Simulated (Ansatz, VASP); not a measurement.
**PtS2: VASP beside Ansatz**

```
S Pt
1.0
     3.54320    0.00000    0.00000
    -1.77160    3.06850    0.00000
     0.00000    0.00000   24.55820
S Pt
4 2
Direct
  0.66667 0.33333 0.34612
  0.33333 0.66667 0.44871
  0.66667 0.33333 0.55129
  0.33333 0.66667 0.65388
  0.00000 0.00000 0.39741
  0.00000 0.00000 0.60259
```

Alike in both runs: task relaxation of the atoms; functional PBE; dispersion D3(BJ); k mesh 9 × 9 × 1; occupations gaussian, width 0.05 eV; no spin polarisation.

|  | VASP | Ansatz |
| --- | --- | --- |
| version | VASP 6.6.1 | Ansatz 0.2.0 |
| potentials or method | VASP PAW PBE potentials, release 64 (S, Pt), cutoff 520 eV | scalar-relativistic, plane waves, PAW |
| valence electrons in the cell | 44 | 60 |

```tsv
	VASP	Ansatz	Ansatz less VASP
gap on the k mesh at the Fermi level, each at its own relaxed structure (eV)	1.03	0.89	-0.137
```

VASP's potentials hold 44 valence electrons a cell and Ansatz's 60, so a difference there can come from the potentials and not from the codes.

Spin-orbit coupling is off throughout.
